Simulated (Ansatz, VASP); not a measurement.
# One calculation of Na2Hg, two programs

```
CELL_PARAMETERS angstrom
0.00000 3.69532 3.69532
3.69532 0.00000 3.69532
3.69532 3.69532 0.00000
ATOMIC_POSITIONS crystal
Na 0.25000 0.25000 0.25000
Na 0.75000 0.75000 0.75000
Hg 0.00000 0.00000 0.00000
```

Alike in both runs: functional PBE; k mesh 12 × 12 × 12; occupations gaussian, width 0.1 eV; no spin polarisation.

Ansatz relaxed the structure, and its values are those at the end. VASP's run is a single point on that final structure, the one shown.

|  | VASP | Ansatz |
| --- | --- | --- |
| version | VASP 6.6.1 | Ansatz 0.2.0 |
| potentials or method | VASP PAW PBE potentials, release 64 (Na_pv, Hg), cutoff 520 eV | scalar-relativistic, plane waves, PAW |
| valence electrons in the cell | 26 | 38 |

```csv
,VASP,Ansatz,Ansatz less VASP
gap on the k mesh at the Fermi level (eV),none,none,-
pressure (GPa),-0.1,0.0,+0.05
```

A gap of «none» marks a metal or a gap that the smearing closes. VASP's potentials hold 26 valence electrons a cell and Ansatz's 38, so a difference there can come from the potentials and not from the codes.

Neither program's run includes spin-orbit coupling.
